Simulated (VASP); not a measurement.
# TaSi2 (P6_222) in VASP: further runs

Runs on TaSi2. Level: r2SCAN+U. Tasks: single point.

Everything below comes from runs of VASP 6.6.1. Logs are shortened: lines on timing, memory, paths and dates and some standing lists are left out, and cuts for length are marked.

## Step 1: The cell of the first run

It takes space group P6_222 (No. 180, hexagonal). Conventional cell: a = 4.780 Å, b = 4.780 Å, c = 6.564 Å, α = 90.00°, β = 90.00°, γ = 120.00°. Within 3.4 Å of Ta (site symmetry 222) lie 10 Si at 2.59 to 2.76 Å and 4 Ta at 3.24 Å. Within 3.4 Å of Si (site symmetry 2) lie 9 Si at 2.59 to 3.24 Å and 5 Ta at 2.59 to 2.76 Å.

## Step 2: Single point, r2SCAN+U

The input, POSCAR:

```
TaSi2
1.0
    4.7800000000      0.0000000000      0.0000000000
   -2.3900000000      4.1396014301      0.0000000000
    0.0000000000      0.0000000000      6.5640000000
Ta Si
3 6
Direct
    0.0000000000      0.5000000000      0.1666666667
    0.5000000000      0.5000000000      0.8333333333
    0.5000000000      0.0000000000      0.5000000000
    0.3333000000      0.1666500000      0.1666666667
    0.1666500000      0.8333500000      0.8333333333
    0.8333500000      0.6667000000      0.5000000000
    0.6667000000      0.8333500000      0.1666666667
    0.8333500000      0.1666500000      0.8333333333
    0.1666500000      0.3333000000      0.5000000000
```

The input, INCAR.step1:

```
PREC = Accurate
ENCUT = 520
ISMEAR = -1
SIGMA = 0.05
LREAL = F
LASPH = T
NELM = 150
LMAXMIX = 4
LDAU = T
LDAUTYPE = 2
LDAUL = 2 -1
LDAUU = 2 0
LDAUJ = 0 0
NBANDS = 38
GGA = PE
ALGO = Normal
EDIFF = 1E-4
LWAVE = T
LCHARG = F
```

The input, INCAR.step2:

```
PREC = Accurate
ENCUT = 520
EDIFF = 1E-6
ISMEAR = -1
SIGMA = 0.05
LREAL = F
LASPH = T
NELM = 150
ALGO = Normal
ISIF = 2
LWAVE = F
LCHARG = F
LMAXMIX = 4
LDAU = T
LDAUTYPE = 2
LDAUL = 2 -1
LDAUU = 2 0
LDAUJ = 0 0
LDAUPRINT = 1
METAGGA = R2SCAN
LMIXTAU = T
NBANDS = 38
ISTART = 1
```

The input, KPOINTS:

```
Automatic mesh
0
Gamma
  5 5 3
```

Potentials or basis: VASP PAW PBE potentials, release 64 (Ta_pv, Si).

The run is started by

```bash
$ cat potpaw_PBE.64/Ta_pv/POTCAR potpaw_PBE.64/Si/POTCAR > POTCAR
$ cp INCAR.step1 INCAR
$ mpirun -np 1 vasp_std > vasp.out
$ cp INCAR.step2 INCAR
$ mpirun -np 1 vasp_std > vasp.out
```

OUTCAR:

```text
PREC = Accurate
   ENCUT = 520
   EDIFF = 1E-6
   ISMEAR = -1
   LREAL = F
   LASPH = T
   NELM = 150
   ISIF = 2
   METAGGA = R2SCAN
   ISTART = 1

 ion  position               nearest neighbor table
   1  0.000  0.500  0.167-   6 2.59   9 2.59   8 2.59   5 2.59   4 2.76   7 2.76   4 2.76   7 2.76
                             7 2.76   4 2.76   3 3.24   3 3.24   2 3.24   2 3.24
   2  0.500  0.500  0.833-   6 2.59   9 2.59   7 2.59   4 2.59   5 2.76   8 2.76   5 2.76   8 2.76
                             8 2.76   5 2.76   3 3.24   3 3.24   1 3.24   1 3.24
   3  0.500  0.000  0.500-   4 2.59   7 2.59   5 2.59   8 2.59   9 2.76   6 2.76   9 2.76   6 2.76
                             9 2.76   6 2.76   2 3.24   1 3.24   2 3.24   1 3.24
   4  0.333  0.167  0.167-   9 2.59   5 2.59   3 2.59   2 2.59   7 2.76   1 2.76   1 2.76   1 2.76
                             7 2.76   7 2.76
   5  0.167  0.833  0.833-   6 2.59   4 2.59   3 2.59   1 2.59   8 2.76   2 2.76   2 2.76   2 2.76
                             8 2.76   8 2.76
   6  0.833  0.667  0.500-   5 2.59   7 2.59   1 2.59   2 2.59   9 2.76   3 2.76   3 2.76   3 2.76
                             9 2.76   9 2.76
   7  0.667  0.833  0.167-   6 2.59   8 2.59   3 2.59   2 2.59   4 2.76   1 2.76   1 2.76   1 2.76
                             4 2.76   4 2.76
   8  0.833  0.167  0.833-   9 2.59   7 2.59   3 2.59   1 2.59   5 2.76   2 2.76   2 2.76   2 2.76
                             5 2.76   5 2.76
   9  0.167  0.333  0.500-   8 2.59   4 2.59   1 2.59   2 2.59   6 2.76   3 2.76   3 2.76   3 2.76
                             6 2.76   6 2.76

  LATTYP: Found a hexagonal cell.
 ALAT       =     4.7800000000
 C/A-ratio  =     1.3732217573

  Lattice vectors:

 A1 = (   4.7800000000,   0.0000000000,   0.0000000000)
 A2 = (  -2.3900000000,   4.1396014301,   0.0000000000)
 A3 = (   0.0000000000,   0.0000000000,   6.5640000000)

Analysis of symmetry for initial positions (statically):
=====================================================================
 Subroutine PRICEL returns:
 Original cell was already a primitive cell.

 Routine SETGRP: Setting up the symmetry group for a
 hexagonal supercell.

 Subroutine GETGRP returns: Found 12 space group operations
 (whereof  4 operations were pure point group operations)
 out of a pool of 24 trial point group operations.

The static configuration has the point symmetry D_2 .
 The point group associated with its full space group is D_6 .

Analysis of symmetry for dynamics (positions and initial velocities):
=====================================================================
 Subroutine PRICEL returns:
 Original cell was already a primitive cell.

 Routine SETGRP: Setting up the symmetry group for a
 hexagonal supercell.

 Subroutine GETGRP returns: Found 12 space group operations
 (whereof  4 operations were pure point group operations)
 out of a pool of 24 trial point group operations.

The dynamic configuration has the point symmetry D_2 .
 The point group associated with its full space group is D_6 .

 Subroutine INISYM returns: Found 12 space group operations
 (whereof  4 operations are pure point group operations),
 and found     1 'primitive' translations

----------------------------------------------------------------------------------------

                                     Primitive cell

  volume of cell :     129.8838

  direct lattice vectors                    reciprocal lattice vectors
     4.780000000  0.000000000  0.000000000     0.209205021  0.120784575  0.000000000
    -2.390000000  4.139601430  0.000000000     0.000000000  0.241569150  0.000000000
[... 69 lines left out ...]
   dimension x,y,z NGX =    36 NGY =   36 NGZ =   50
   dimension x,y,z NGXF=    72 NGYF=   72 NGZF=  100
   ions per type =               3   6
   NGX,Y,Z   is equivalent  to a cutoff of  12.52, 12.52, 12.66 a.u.
   NGXF,Y,Z  is equivalent  to a cutoff of  25.04, 25.04, 25.33 a.u.
 SYSTEM =  unknown system
   PREC   = accura    normal or accurate (medium, high low for compatibility)
[... 40 lines left out ...]
  o =  0.2387  v =  0.0000  0.0000  0.0000  0.0000  0.0000  0.0000 -1.0000  0.0000 -0.0000  0.0000      0.0000  0.0000  0.0000  0.0000  0.0000  0.0000  0.0000  0.0000  0.0000  0.0000
  o =  0.2423  v =  1.0000  0.0000  0.0000  0.0000  0.0000  0.0000  0.0000  0.0000  0.0000  0.0000      0.0000  0.0000  0.0000  0.0000  0.0000  0.0000  0.0000  0.0000  0.0000  0.0000
  o =  0.2423  v =  0.0000  0.0000  0.0000  0.0000  0.0000  1.0000  0.0000  0.0000  0.0000  0.0000      0.0000  0.0000  0.0000  0.0000  0.0000  0.0000  0.0000  0.0000  0.0000  0.0000
  o =  0.2502  v =  0.0000  0.0000  0.0000  0.0000  0.0000  0.0000  0.0000 -0.0190  0.0000  0.9998      0.0000  0.0000  0.0000  0.0000  0.0000  0.0000  0.0000  0.0000  0.0000  0.0000
  o =  0.2502  v =  0.0000  0.0000 -0.0190  0.0000  0.9998  0.0000  0.0000  0.0000  0.0000  0.0000      0.0000  0.0000  0.0000  0.0000  0.0000  0.0000  0.0000  0.0000  0.0000  0.0000
  o =  0.2885  v =  0.0000  0.0000  0.0000  0.0000  0.0000  0.0000 -0.0000 -0.0000  1.0000  0.0000      0.0000  0.0000  0.0000  0.0000  0.0000  0.0000  0.0000  0.0000  0.0000  0.0000
  o =  0.2885  v =  0.0000 -0.0000 -0.0000  1.0000  0.0000  0.0000  0.0000  0.0000  0.0000  0.0000      0.0000  0.0000  0.0000  0.0000  0.0000  0.0000  0.0000  0.0000  0.0000  0.0000

 number of electron      57.0000001 magnetization

 Free energy of the ion-electron system (eV)
  ---------------------------------------------------
  ext. energy  EPLUGINS =         0.00000000
  ---------------------------------------------------
  free energy    TOTEN  =      -196.50192121 eV

  energy without entropy =     -196.46173136  energy(sigma->0) =     -196.48182628

 E-fermi :   9.5227     XC(G=0): -13.0064

 val. band max:        9.3865888244   @ k =   0.4000  -0.0000   0.0000
 cond. band min:       9.5488202991   @ k =   0.4000  -0.0000   0.0000
 fundamental gap:      0.1622314747
 Fermi energy:         9.5226793579

 k-point     1 :       0.0000    0.0000    0.0000
  band No.  band energies     occupation
      1     -26.5258      2.00000
      2     -26.5243      2.00000
      3     -26.5243      2.00000
      4     -26.4137      2.00000
      5     -26.4137      2.00000
      6     -26.3510      2.00000
[... 399 lines left out ...]
     37      13.0714      0.00000
     38      13.2848      0.00000

------------------------ aborting loop because EDIFF is reached ----------------------------------------

  FORCE on cell =-STRESS in cart. coord.  units (eV):
  Direction    XX          YY          ZZ          XY          YZ          ZX
  --------------------------------------------------------------------------------------
  -------------------------------------------------------------------------------------
  Total        2.4135736      2.4135736      3.3750137      0.0000000      0.0000000     -0.0000000
  in kB       29.7725562     29.7725562     41.6323685      0.0000000      0.0000000     -0.0000000
  external PRESSURE =      33.7258270 kB  Pullay stress =       0.0000000 kB

 VOLUME and BASIS-vectors are now :
 -----------------------------------------------------------------------------
  energy-cutoff  :      520.00
  volume of cell :      129.88
      direct lattice vectors                 reciprocal lattice vectors
     4.780000000  0.000000000  0.000000000     0.209205021  0.120784575  0.000000000
    -2.390000000  4.139601430  0.000000000     0.000000000  0.241569150  0.000000000
     0.000000000  0.000000000  6.564000000     0.000000000  0.000000000  0.152346130

 POSITION                                       TOTAL-FORCE (eV/Angst)
 -----------------------------------------------------------------------------------
     -1.19500      2.06980      1.09400         0.000000      0.000000      0.000000
      1.19500      2.06980      5.47000         0.000000      0.000000     -0.000000
      2.39000      0.00000      3.28200         0.000000      0.000000      0.000000
      1.19488      0.68986      1.09400        -0.784461     -0.452909      0.000000
     -1.19512      3.44974      5.47000        -0.784461      0.452909     -0.000000
      2.39000      2.75987      3.28200         0.000000      0.905818      0.000000
      1.19512      3.44974      1.09400         0.784461      0.452909     -0.000000
      3.58512      0.68986      5.47000         0.784461     -0.452909      0.000000
     -0.00000      1.37973      3.28200        -0.000000     -0.905818      0.000000
 -----------------------------------------------------------------------------------
    total drift:                                0.000000      0.000000      0.000000

  FREE ENERGIE OF THE ION-ELECTRON SYSTEM (eV)
  ---------------------------------------------------
  free  energy   TOTEN  =      -196.5019212083 eV

  energy  without entropy=     -196.4617313612  energy(sigma->0) =     -196.48182628
```

Wall time 85 s (1 thread of Intel Xeon 6975P-C (Granite Rapids), shared host); peak memory 0.27 GiB.

What came out:

| Item | Value |
| --- | --- |
| Free energy | -196.5019 eV |
| Pressure | 3.4 GPa |
| Largest force | 0.906 eV/Å |
| Band gap on the k mesh | zero (an odd number of electrons rules out a gap without spin polarisation) |

Forces in eV/Å, atoms in the order of the input:
```
Ta   0.000  0.000  0.000
Ta   0.000  0.000  0.000
Ta   0.000  0.000  0.000
Si  -0.784 -0.453  0.000
Si  -0.784  0.453  0.000
Si   0.000  0.906  0.000
Si   0.784  0.453  0.000
Si   0.784 -0.453  0.000
Si   0.000 -0.906  0.000
```

Levels at points of the mesh, in eV from the Fermi level:
| k point | band 25 | band 26 | band 27 | band 28 | band 29 | band 30 | band 31 | band 32 | band 33 | band 34 |
| --- | --- | --- | --- | --- | --- | --- | --- | --- | --- | --- |
| (0.00, 0.00, 0.00) | -2.70 | -2.55 | -2.53 | -2.53 | -2.17 | 0.65 | 3.30 | 3.30 | 3.72 | 3.77 |

Eigenvalues of the final occupation matrices:
```csv
site,spin,trace,eigenvalues
site 1 d,1,1.26,0.24 0.24 0.24 0.25 0.29
site 1 d,2,1.26,0.24 0.24 0.24 0.25 0.29
site 2 d,1,1.26,0.24 0.24 0.24 0.25 0.29
site 2 d,2,1.26,0.24 0.24 0.24 0.25 0.29
site 3 d,1,1.26,0.24 0.24 0.24 0.25 0.29
site 3 d,2,1.26,0.24 0.24 0.24 0.25 0.29
```

Caveat: the cell stands under pressure; the PAW data sets were made with another functional, which shifts forces and pressure a little; spin-orbit coupling is left out, which moves the levels of the heavy elements; U without spin polarisation on a metal has little footing; the U is typed as a test and isn't derived for this compound.

## Step 3: Single point, r2SCAN+U

POSCAR is that of step 2.

The input, INCAR.step1:

```
ALGO = Normal
EDIFF = 1E-4
ENCUT = 520
GGA = PE
ISMEAR = -1
LASPH = T
LCHARG = F
LDAU = T
LDAUJ = 0 0
LDAUL = 2 -1
LDAUTYPE = 2
LDAUU = 3 0
LMAXMIX = 4
LREAL = F
LWAVE = T
NBANDS = 38
NELM = 150
PREC = Accurate
SIGMA = 0.05
```

The input, INCAR.step2:

```
ALGO = Normal
EDIFF = 1E-6
ENCUT = 520
ISIF = 2
ISMEAR = -1
ISTART = 1
LASPH = T
LCHARG = F
LDAU = T
LDAUJ = 0 0
LDAUL = 2 -1
LDAUPRINT = 1
LDAUTYPE = 2
LDAUU = 3 0
LMAXMIX = 4
LMIXTAU = T
LREAL = F
LWAVE = F
METAGGA = R2SCAN
NBANDS = 38
NELM = 150
PREC = Accurate
SIGMA = 0.05
```

The input, KPOINTS:

```
k-points
0
Gamma
  5 5 3
```

Potentials or basis: VASP PAW PBE potentials, release 64 (Ta_pv, Si).

The run is started by

```bash
$ cat potpaw_PBE.64/Ta_pv/POTCAR potpaw_PBE.64/Si/POTCAR > POTCAR
$ cp INCAR.step1 INCAR
$ mpirun -np 1 vasp_std > vasp.out
$ cp INCAR.step2 INCAR
$ mpirun -np 1 vasp_std > vasp.out
```

It took 87 s on 1 thread of Intel Xeon 6975P-C (Granite Rapids), shared host; peak memory 0.27 GiB.

The run converged. Its results:

```yaml
Free_energy: -193.7022 eV
Pressure: 4.9 GPa
Largest_force: 0.933 eV/Å
Band_gap_on_the_k_mesh: zero (an odd number of electrons rules out a gap without spin polarisation)
```

Forces on the atoms (eV/Å):
```
Ta   0.000  0.000  0.000
Ta   0.000  0.000  0.000
Ta   0.000  0.000  0.000
Si  -0.808 -0.467  0.000
Si  -0.808  0.467  0.000
Si   0.000  0.933  0.000
Si   0.808  0.467  0.000
Si   0.808 -0.467  0.000
Si   0.000 -0.933  0.000
```

Stress tensor (GPa, compression positive):
```
4.49 0.00 0.00
0.00 4.49 0.00
0.00 0.00 5.61
```

Levels at points of the mesh, in eV from the Fermi level:
```
           k point  band 25  band 26  band 27  band 28  band 29  band 30  band 31  band 32  band 33  band 34
(0.00, 0.00, 0.00)    -2.72    -2.59    -2.57    -2.57    -2.25     0.65     3.24     3.24     3.70     3.75
```

Eigenvalues of the final occupation matrices:
```csv
site,spin,trace,eigenvalues
site 1 d,1,1.23,0.23 0.23 0.24 0.25 0.29
site 1 d,2,1.23,0.23 0.23 0.24 0.25 0.29
site 2 d,1,1.23,0.23 0.23 0.24 0.25 0.29
site 2 d,2,1.23,0.23 0.23 0.24 0.25 0.29
site 3 d,1,1.23,0.23 0.23 0.24 0.25 0.29
site 3 d,2,1.23,0.23 0.23 0.24 0.25 0.29
```

Caveat: the cell stands under pressure; the PAW data sets were made with another functional, which shifts forces and pressure a little; spin-orbit coupling is left out, which moves the levels of the heavy elements; U without spin polarisation on a metal has little footing; the U is typed as a test and isn't derived for this compound.

## Step 4: Single point, r2SCAN+U

POSCAR is that of step 3.

The input, INCAR.step1:

```
  ALGO = Normal
  EDIFF = 1E-4
  ENCUT = 520
  GGA = PE
  ISMEAR = -1
  LASPH = True
  LCHARG = False
  LDAU = True
  LDAUJ = 0 0
  LDAUL = 2 -1
  LDAUTYPE = 2
  LDAUU = 4 0
  LMAXMIX = 4
  LREAL = False
  LWAVE = True
  NBANDS = 38
  NELM = 150
  PREC = Accurate
  SIGMA = 0.05
```

The input, INCAR.step2:

```
  ALGO = Normal
  EDIFF = 1E-6
  ENCUT = 520
  ISIF = 2
  ISMEAR = -1
  ISTART = 1
  LASPH = True
  LCHARG = True
  LDAU = True
  LDAUJ = 0 0
  LDAUL = 2 -1
  LDAUPRINT = 1
  LDAUTYPE = 2
  LDAUU = 4 0
  LELF = True
  LMAXMIX = 4
  LMIXTAU = True
  LREAL = False
  LVHAR = True
  LWAVE = False
  METAGGA = R2SCAN
  NBANDS = 38
  NELM = 150
  PREC = Accurate
  SIGMA = 0.05
```

KPOINTS is that of step 3.

The run is started by

```bash
$ cat potpaw_PBE.64/Ta_pv/POTCAR potpaw_PBE.64/Si/POTCAR > POTCAR
$ cp INCAR.step1 INCAR
$ mpirun -np 1 vasp_std > vasp.out
$ cp INCAR.step2 INCAR
$ mpirun -np 1 vasp_std > vasp.out
```

Wall time 92 s (1 thread of Intel Xeon 6975P-C (Granite Rapids), shared host); peak memory 0.27 GiB.

It converged, with:

| Item | Value |
| --- | --- |
| Free energy | -190.9356 eV |
| Pressure | 6.4 GPa |
| Largest force | 0.960 eV/Å |
| Band gap on the k mesh | zero (an odd number of electrons rules out a gap without spin polarisation) |

Forces on the atoms (eV/Å):
```
Ta   0.000  0.000  0.000
Ta   0.000  0.000  0.000
Ta   0.000  0.000  0.000
Si  -0.832 -0.480  0.000
Si  -0.832  0.480  0.000
Si   0.000  0.960  0.000
Si   0.832  0.480  0.000
Si   0.832 -0.480  0.000
Si   0.000 -0.960  0.000
```

Stress tensor (GPa, compression positive):
```
6.06 0.00 0.00
0.00 6.06 0.00
0.00 0.00 7.08
```

Levels at points of the mesh, in eV from the Fermi level:
| k point | band 26 | band 27 | band 28 | band 29 | band 30 | band 31 | band 32 | band 33 |
| --- | --- | --- | --- | --- | --- | --- | --- | --- |
| (0.00, 0.00, 0.00) | -2.64 | -2.61 | -2.61 | -2.33 | 0.65 | 3.18 | 3.18 | 3.67 |

Eigenvalues of the final occupation matrices:
```tsv
site	spin	trace	eigenvalues
site 1 d	1	1.21	0.23 0.23 0.23 0.24 0.28
site 1 d	2	1.21	0.23 0.23 0.23 0.24 0.28
site 2 d	1	1.21	0.23 0.23 0.23 0.24 0.28
site 2 d	2	1.21	0.23 0.23 0.23 0.24 0.28
site 3 d	1	1.21	0.23 0.23 0.23 0.24 0.28
site 3 d	2	1.21	0.23 0.23 0.23 0.24 0.28
```

Caveat: the cell stands under pressure; the PAW data sets were made with another functional, which shifts forces and pressure a little; spin-orbit coupling is left out, which moves the levels of the heavy elements; U without spin polarisation on a metal has little footing; the U is typed as a test and isn't derived for this compound.

## Step 5: Single point, r2SCAN+U

POSCAR is that of step 4.

The input, INCAR.step1:

```
SYSTEM = TaSi2
PREC = Accurate ; ENCUT = 520
ISMEAR = -1 ; SIGMA = 0.05
LREAL = .False. ; LASPH = .True.
NELM = 150 ; LMAXMIX = 4
LDAU = .True. ; LDAUTYPE = 2
LDAUL = 2 -1 ; LDAUU = 5 0
LDAUJ = 0 0 ; NBANDS = 38
GGA = PE ; ALGO = Normal
EDIFF = 1E-4 ; LWAVE = .True.
LCHARG = .False.
```

The input, INCAR.step2:

```
SYSTEM = TaSi2
PREC = Accurate ; ENCUT = 520
EDIFF = 1E-6 ; ISMEAR = -1
SIGMA = 0.05 ; LREAL = .False.
LASPH = .True. ; NELM = 150
ALGO = Normal ; ISIF = 2
LWAVE = .False. ; LCHARG = .False.
LMAXMIX = 4 ; LDAU = .True.
LDAUTYPE = 2 ; LDAUL = 2 -1
LDAUU = 5 0 ; LDAUJ = 0 0
LDAUPRINT = 1 ; METAGGA = R2SCAN
LMIXTAU = .True. ; NBANDS = 38
ISTART = 1
```

The input, KPOINTS:

```
regular mesh
0
Gamma
  5 5 3
  0 0 0
```

The run is started by

```bash
$ cat potpaw_PBE.64/Ta_pv/POTCAR potpaw_PBE.64/Si/POTCAR > POTCAR
$ cp INCAR.step1 INCAR
$ mpirun -np 1 vasp_std > vasp.out
$ cp INCAR.step2 INCAR
$ mpirun -np 1 vasp_std > vasp.out
```

It took 1.9 min on 1 thread of Intel Xeon 6975P-C (Granite Rapids), shared host; peak memory 0.27 GiB.

It converged, with:

- Free energy: -188.2033 eV
- Pressure: 8.0 GPa
- Largest force: 0.987 eV/Å
- Band gap on the k mesh: zero (an odd number of electrons rules out a gap without spin polarisation)

Forces in eV/Å, atoms in the order of the input:
```
Ta   0.000  0.000  0.000
Ta   0.000  0.000  0.000
Ta   0.000  0.000  0.000
Si  -0.855 -0.493  0.000
Si  -0.855  0.493  0.000
Si   0.000  0.987  0.000
Si   0.855  0.493  0.000
Si   0.855 -0.493  0.000
Si   0.000 -0.987  0.000
```

Stress tensor (GPa, compression positive):
```
7.68 0.00 0.00
0.00 7.68 0.00
0.00 0.00 8.60
```

Levels at points of the mesh, in eV from the Fermi level:
| k point | band 26 | band 27 | band 28 | band 29 | band 30 | band 31 | band 32 | band 33 |
| --- | --- | --- | --- | --- | --- | --- | --- | --- |
| (0.00, 0.00, 0.00) | -2.68 | -2.65 | -2.65 | -2.42 | 0.64 | 3.11 | 3.11 | 3.64 |

Eigenvalues of the final occupation matrices:
| site | spin | trace | eigenvalues |
| --- | --- | --- | --- |
| site 1 d | 1 | 1.19 | 0.22 0.23 0.23 0.24 0.28 |
| site 1 d | 2 | 1.19 | 0.22 0.23 0.23 0.24 0.28 |
| site 2 d | 1 | 1.19 | 0.22 0.23 0.23 0.24 0.28 |
| site 2 d | 2 | 1.19 | 0.22 0.23 0.23 0.24 0.28 |
| site 3 d | 1 | 1.19 | 0.22 0.23 0.23 0.24 0.28 |
| site 3 d | 2 | 1.19 | 0.22 0.23 0.23 0.24 0.28 |

Caveat: the cell stands under pressure; the PAW data sets were made with another functional, which shifts forces and pressure a little; spin-orbit coupling is left out, which moves the levels of the heavy elements; U without spin polarisation on a metal has little footing; the U is typed as a test and isn't derived for this compound.

## Step 6: Overview

```tsv
U	gap on the mesh (eV)	pressure (GPa)	largest force (eV/Å)
Ta d U = 2.0 eV	none	3.4	0.91
Ta d U = 3.0 eV	none	4.9	0.93
Ta d U = 4.0 eV	none	6.4	0.96
Ta d U = 5.0 eV	none	8.0	0.99
```

Alike in all rows: task single point; level r2SCAN+U; potentials or basis VASP PAW PBE potentials, release 64 (Ta_pv, Si); no spin polarisation; cell as given; k mesh 5 × 5 × 3; cutoff (eV) 520; smearing fermi-dirac 0.05 eV.

Caveats: the cell stands under pressure; the PAW data sets were made with another functional, which shifts forces and pressure a little; spin-orbit coupling is left out, which moves the levels of the heavy elements; U without spin polarisation on a metal has little footing; the U is typed as a test and isn't derived for this compound.

Absolute energies hang on the potentials; compare differences alone.
